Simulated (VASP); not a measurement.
# AlW8C8Cl3 in VASP: single point with PBE+D3(BJ)

Aim: the single point of AlW8C8Cl3 with PBE+D3(BJ).

Program: VASP 6.6.1. These are calculated values, not measurements. Logs are shortened: lines on timing, memory, paths and dates and some standing lists are left out, and cuts for length are marked.

### 1 The cell of the first run

The cell holds a slab with vacuum, 20 atoms: a = 5.799 Å, b = 5.799 Å, c = 15.247 Å, α = 90.00°, β = 90.00°, γ = 120.00°.

### 2 Single point, PBE+D3(BJ)

The input, INCAR:

```
  ALGO = Normal
  EDIFF = 1E-6
  ENCUT = 520
  GGA = PE
  ISIF = 2
  ISMEAR = -1
  IVDW = 12
  LASPH = T
  LCHARG = F
  LREAL = Auto
  LWAVE = F
  NBANDS = 100
  NELM = 100
  PREC = Accurate
  SIGMA = 0.15
```

The input, KPOINTS:

```
k-points
0
Gamma
  4 4 1
```

The input, POSCAR:

```
AlW8C8Cl3
1.0
    5.7986000000      0.0000000000      0.0000000000
   -2.8993000000      5.0217350000      0.0000000000
    0.0000000000      0.0000000000     15.2471000000
W C Al Cl
8 8 1 3
Direct
    0.0000000000      0.0000000000      0.0655862426
    0.0003378675     -0.0009122345      0.2508892839
   -0.0000000498      0.4999999004      0.0655862426
   -0.0015389389      0.4970511188      0.2531255780
    0.5000000000      0.0000000000      0.0655862426
    0.4986403792     -0.0009381220      0.2508722970
    0.4999999502      0.4999999004      0.0655862426
    0.5032233454      0.5065201569      0.2498169488
    0.3346659100      0.1693659661      0.1528554282
    0.3394501366      0.1790158182      0.3345173836
    0.3318939403      0.6673108000      0.1520512753
    0.3343537292      0.6668559771      0.3306477297
    0.8325352828      0.1651164388      0.1536953913
    0.8202514592      0.1406167390      0.3360042893
    0.8353970344      0.6673121939      0.1520477993
    0.8322449671      0.6667739337      0.3306799982
    0.1409485110      0.7821591542      0.4121629687
   -0.2058981074      1.0885359343      0.4478803838
    0.0821847803      0.6628298785      0.5459520171
    0.3722291130      1.2446634480      0.4491986017
```

Potentials or basis: VASP PAW PBE potentials, release 64 (W_sv, C, Al, Cl).

On the command line:

```sh
$ cat potpaw_PBE.64/W_sv/POTCAR potpaw_PBE.64/C/POTCAR potpaw_PBE.64/Al/POTCAR potpaw_PBE.64/Cl/POTCAR > POTCAR
$ mpirun -np 1 vasp_std > vasp.out
```

OUTCAR:

```text
EDIFF = 1E-6
   ENCUT = 520
   GGA = PE
   ISIF = 2
   ISMEAR = -1
   IVDW = 12
   LASPH = T
   LREAL = Auto
   NELM = 100
   PREC = Accurate
 IVDW          = 12

 ion  position               nearest neighbor table
   1  0.000  0.000  0.066-  15 2.13  13 2.14   9 2.14   2 2.83   7 2.90   3 2.90   5 2.90   5 2.90
                             3 2.90   7 2.90
   2  0.000  0.999  0.251-  16 2.07  14 2.07  10 2.13  13 2.24  15 2.25   9 2.25   1 2.83   8 2.87
                             6 2.89   4 2.89   4 2.91   6 2.91   8 2.93  17 3.05
   3  1.000  0.500  0.066-  11 2.13  15 2.13  13 2.15   4 2.86   5 2.90   1 2.90   7 2.90   7 2.90
                             5 2.90   1 2.90
   4  0.998  0.497  0.253-  12 2.06  16 2.06  14 2.19  13 2.25  15 2.28  11 2.28  17 2.82   3 2.86
                             2 2.89   6 2.89   8 2.90   8 2.90   6 2.91   2 2.91
   5  0.500  0.000  0.066-  11 2.13  13 2.14   9 2.14   6 2.83   7 2.90   3 2.90   1 2.90   1 2.90
                             7 2.90   3 2.90
   6  0.499  0.999  0.251-  12 2.06  14 2.08  10 2.13  13 2.24  11 2.25   9 2.25   5 2.83   8 2.87
                             2 2.89   4 2.89   4 2.91   2 2.91   8 2.93  17 3.05
   7  0.500  0.500  0.066-   9 2.13  15 2.14  11 2.14   8 2.81   1 2.90   5 2.90   3 2.90   3 2.90
                             1 2.90   5 2.90
   8  0.503  0.507  0.250-  16 2.06  12 2.06  10 2.09  11 2.24  15 2.24   9 2.25   7 2.81   6 2.87
                             2 2.87   4 2.90   4 2.90   2 2.93   6 2.93
   9  0.335  0.169  0.153-   7 2.13   1 2.14   5 2.14   6 2.25   8 2.25   2 2.25
  10  0.339  0.179  0.335-  20 1.78   8 2.09   2 2.13   6 2.13  17 2.32
  11  0.332  0.667  0.152-   3 2.13   5 2.13   7 2.14   8 2.24   6 2.25   4 2.28
  12  0.334  0.667  0.331-  17 2.00   4 2.06   8 2.06   6 2.06
  13  0.833  0.165  0.154-   5 2.14   1 2.14   3 2.15   2 2.24   6 2.24   4 2.25
  14  0.820  0.141  0.336-  18 1.73   2 2.07   6 2.08   4 2.19
  15  0.835  0.667  0.152-   3 2.13   1 2.13   7 2.14   8 2.24   2 2.25   4 2.28
  16  0.832  0.667  0.331-  17 2.00   4 2.06   8 2.06   2 2.07
  17  0.141  0.782  0.412-  16 2.00  12 2.00  19 2.13  10 2.32  20 2.39   4 2.82   2 3.05   6 3.05

  18  0.794  0.089  0.448-  14 1.73
  19  0.082  0.663  0.546-  17 2.13
  20  0.372  0.245  0.449-  10 1.78  17 2.39

  LATTYP: Found a hexagonal cell.
 ALAT       =     5.7986000000
 C/A-ratio  =     2.6294450385

  Lattice vectors:

 A1 = (   5.7986000000,   0.0000000000,   0.0000000000)
 A2 = (  -2.8993000000,   5.0217350000,   0.0000000000)
 A3 = (   0.0000000000,   0.0000000000,  15.2471000000)

Analysis of symmetry for initial positions (statically):
=====================================================================
 Subroutine PRICEL returns:
 Original cell was already a primitive cell.

 Routine SETGRP: Setting up the symmetry group for a
 hexagonal supercell.

 Subroutine GETGRP returns: Found  1 space group operations
 (whereof  1 operations were pure point group operations)
 out of a pool of 24 trial point group operations.

The static configuration has the point symmetry C_1 .

Analysis of symmetry for dynamics (positions and initial velocities):
=====================================================================
 Subroutine PRICEL returns:
 Original cell was already a primitive cell.

 Routine SETGRP: Setting up the symmetry group for a
 hexagonal supercell.

 Subroutine GETGRP returns: Found  1 space group operations
 (whereof  1 operations were pure point group operations)
 out of a pool of 24 trial point group operations.

The dynamic configuration has the point symmetry C_1 .

 Subroutine INISYM returns: Found  1 space group operations
 (whereof  1 operations are pure point group operations),
 and found     1 'primitive' translations

----------------------------------------------------------------------------------------

                                     Primitive cell

  volume of cell :     443.9808

  direct lattice vectors                    reciprocal lattice vectors
     5.798600000  0.000000000  0.000000000     0.172455420  0.099567181  0.000000000
    -2.899300000  5.021735000  0.000000000     0.000000000  0.199134363  0.000000000
     0.000000000  0.000000000 15.247100000     0.000000000  0.000000000  0.065586243

  length of vectors
     5.798600000  5.798600081 15.247100000     0.199134366  0.199134363  0.065586243

  position of ions in fractional coordinates (direct lattice)
     0.000000000  0.000000000  0.065586243
     0.000337868  0.999087766  0.250889284
     0.999999950  0.499999900  0.065586243
[... 52 lines left out ...]
     0.043113855  0.024891795  0.000000000     0.250000000  0.000000000  0.000000000
     0.000000000  0.049783591  0.000000000     0.000000000  0.250000000  0.000000000
     0.000000000  0.000000000  0.065586243     0.000000000  0.000000000  1.000000000

  Length of vectors
     0.049783591  0.049783591  0.065586243

  Shift w.r.t. Gamma in fractional coordinates (k-lattice)
     0.000000000  0.000000000  0.000000000

 Subroutine IBZKPT returns following result:
 ===========================================

 Found     10 irreducible k-points:

 Following reciprocal coordinates:
            Coordinates               Weight
  0.000000  0.000000  0.000000      1.000000
  0.250000  0.000000  0.000000      2.000000
  0.000000  0.250000  0.000000      2.000000
 -0.250000  0.250000  0.000000      2.000000
  0.500000  0.000000  0.000000      1.000000
  0.000000  0.500000  0.000000      1.000000
  0.500000  0.500000  0.000000      1.000000
  0.250000  0.250000  0.000000      2.000000
 -0.250000  0.500000  0.000000      2.000000
  0.500000  0.250000  0.000000      2.000000
   k-points           NKPTS =     10   k-points in BZ     NKDIM =     10   number of bands    NBANDS=    100
   number of dos      NEDOS =    301   number of ions     NIONS =     20
   total plane-waves  NPLWV = 276480
   dimension x,y,z NGX =    48 NGY =   48 NGZ =  120
   dimension x,y,z NGXF=    96 NGYF=   96 NGZF=  240
   ions per type =               8   8   1   3
   NGX,Y,Z   is equivalent  to a cutoff of  13.76, 13.76, 13.08 a.u.
   NGXF,Y,Z  is equivalent  to a cutoff of  27.52, 27.52, 26.17 a.u.
 SYSTEM =  unknown system
   PREC   = accura    normal or accurate (medium, high low for compatibility)
   ISTART =      0    job   : 0-new  1-cont  2-samecut
   ICHARG =      2    charge: 1-file 2-atom 10-const
   ISPIN  =      1    spin polarized calculation?
   LNONCOLLINEAR =      F non collinear calculations
   LSORBIT =      F    spin-orbit coupling
   LASPH  =      T    aspherical Exc in radial PAW
   ENCUT  =  520.0 eV  38.22 Ry    6.18 a.u.  10.78 10.78 28.35*2*pi/ulx,y,z
   NELM   =    100;   NELMIN=  2; NELMDL= -5     # of ELM steps
   EDIFF  = 0.1E-05   stopping-criterion for ELM
   LREAL  =      T    real-space projection
   EDIFFG = 0.1E-04   stopping-criterion for IOM
   NSW    =      0    number of steps for IOM
   IBRION =     -1    ionic relax: 0-MD 1-quasi-New 2-CG
   NFREE  =      0    steps in history (QN), initial steepest desc. (CG)
   ISIF   =      2    stress and relaxation
   ISYM   =      2    0-nonsym 1-usesym 2-fastsym
   POTIM  = 0.5000    time-step for ionic-motion
   TEBEG  =    0.0;   TEEND  =   0.0 temperature during run
   PSTRESS=    0.0 pullay stress
   NELECT =     168.0000    total number of electrons
   NUPDOWN=      -1.0000    fix difference up-down
   EMIN   =  10.00;   EMAX   =-10.00  energy-range for DOS
   EFERMI =   0.00;   METHOD = LEGACY
   ISMEAR =    -1;   SIGMA  =   0.15  broadening in eV -4-tet -1-fermi 0-gaus
   EFERMI_NEDOS =   21; number of points for ismear=-14 and -15
   IALGO  =     38    algorithm
   IMIX   =      4    mixing-type and parameters
     AMIX     =   0.40;   BMIX     =  1.00
     AMIX_MAG =   1.60;   BMIX_MAG =  1.00
  volume/ion in A,a.u.               =      22.20       149.81
  Fermi-wavevector in a.u.,A,eV,Ry     =   1.184104  2.237632 19.076761  1.402102
  Thomas-Fermi vector in A             =   2.320325
   LORBIT       =      0    0 simple, 1 ext, 2 COOP (PROOUT), +10 PAW based schemes
   GGA     = PE    functional components
   LHFCALC =     F    Hartree Fock is set to
   AEXX    =    0.0000 exact exchange contribution
   IVDW    =    12    specifies the selected vdW correction
   LEPSILON=     F    determine dielectric tensor
   LRPA    =     F    only Hartree local field effects (RPA)
 non-spin polarized calculation
  energy-cutoff  :      520.00
  volume of cell :      443.98
 maximum number of plane-waves:     11985
 NGX is ok and might be reduce to    48
   NGX = 21   NGY = 21   NGZ = 57

 number of electron     167.9999996 magnetization

 Free energy of the ion-electron system (eV)
  ---------------------------------------------------
  ext. energy  EPLUGINS =         0.00000000
  ---------------------------------------------------
  free energy    TOTEN  =      -178.52767856 eV

  energy without entropy =     -177.94357842  energy(sigma->0) =     -178.23562849

 E-fermi :   2.4755     XC(G=0):  -7.9832

 val. band max:        2.4491110933   @ k =   0.5000   0.2500   0.0000
 cond. band min:       2.6436418631   @ k =  -0.2500   0.2500   0.0000
 fundamental gap:      0.1945307698
 Fermi energy:         2.4754631417

 k-point     1 :       0.0000    0.0000    0.0000
  band No.  band energies     occupation
      1     -71.4369      2.00000
      2     -71.4151      2.00000
      3     -71.3803      2.00000
      4     -71.3759      2.00000
      5     -71.3726      2.00000
      6     -71.2837      2.00000
[... 979 lines left out ...]
     95       5.4230      0.00000
     96       5.5971      0.00000
 [bands above 96 left out]

------------------------ aborting loop because EDIFF is reached ----------------------------------------

 Edisp (eV)   -5.97588

 E8    (eV) :    -2.7319

  FORCE on cell =-STRESS in cart. coord.  units (eV):
  Direction    XX          YY          ZZ          XY          YZ          ZX
  --------------------------------------------------------------------------------------
  -------------------------------------------------------------------------------------
  Total       2.38694     2.32155     0.05172     0.00329     0.08606     0.01384
  in kB       8.61366     8.37769     0.18663     0.01189     0.31055     0.04996
  external pressure =        5.73 kB  Pullay stress =        0.00 kB

 VOLUME and BASIS-vectors are now :
 -----------------------------------------------------------------------------
  energy-cutoff  :      520.00
  volume of cell :      443.98
      direct lattice vectors                 reciprocal lattice vectors
     5.798600000  0.000000000  0.000000000     0.172455420  0.099567181  0.000000000
    -2.899300000  5.021735000  0.000000000     0.000000000  0.199134363  0.000000000
     0.000000000  0.000000000 15.247100000     0.000000000  0.000000000  0.065586243

 POSITION                                       TOTAL-FORCE (eV/Angst)
 -----------------------------------------------------------------------------------
      0.00000      0.00000      1.00000         0.067871      0.085119     -0.002378
     -2.89470      5.01715      3.82533        -0.000918      0.012448      0.001493
      4.34895      2.51087      1.00000        -0.000931     -0.134998     -0.014714
      4.34858      2.49606      3.85943         0.000999     -0.014519     -0.006946
      2.89930      0.00000      1.00000        -0.069795      0.084804     -0.004593
     -0.00516      5.01702      3.82507         0.001789      0.018724      0.006857
[... 12 lines left out ...]
     -1.44519      3.32856      8.32418        -0.002199      0.007066     -0.021323
      1.44905      1.22864      6.84898        -0.001781     -0.021187     -0.078547
 -----------------------------------------------------------------------------------
    total drift:                                0.001030     -0.003577     -0.008714

  FREE ENERGIE OF THE ION-ELECTRON SYSTEM (eV)
  ---------------------------------------------------
  free  energy   TOTEN  =      -184.5035572610 eV

  energy  without entropy=     -183.9194571182  energy(sigma->0) =     -184.21150719
```

Wall time 24 min (1 thread of AMD EPYC 7R43 (Zen 3), shared host); peak memory 0.71 GiB.

What came out:

```yaml
Free_energy: -184.5036 eV
Largest_force: 0.201 eV/Å
Band_gap_on_the_k_mesh: zero (bands 84 and 85 overlap by 0.79 eV)
Dispersion_energy_per_atom: -0.299 eV
```

Forces on the atoms (eV/Å):
```
W    0.068  0.085 -0.002
W   -0.001  0.012  0.001
W   -0.001 -0.135 -0.015
W    0.001 -0.015 -0.007
W   -0.070  0.085 -0.005
W    0.002  0.019  0.007
W   -0.001 -0.048 -0.196
W   -0.002 -0.010 -0.008
C    0.000  0.000 -0.005
C   -0.001  0.024  0.130
C   -0.001 -0.003 -0.004
C    0.007 -0.002  0.071
C    0.001  0.001 -0.008
C    0.000 -0.018  0.148
C    0.000 -0.002 -0.002
C   -0.003  0.006  0.071
Al   0.002 -0.003  0.017
Cl   0.002  0.017 -0.095
Cl  -0.002  0.007 -0.021
Cl  -0.002 -0.021 -0.079
```

Caveat: there is no dipole correction, which matters where the two faces differ; spin-orbit coupling is left out, which moves the levels of the heavy elements.

The gap in the log of VASP goes by the Fermi energy; the results here count the filled bands.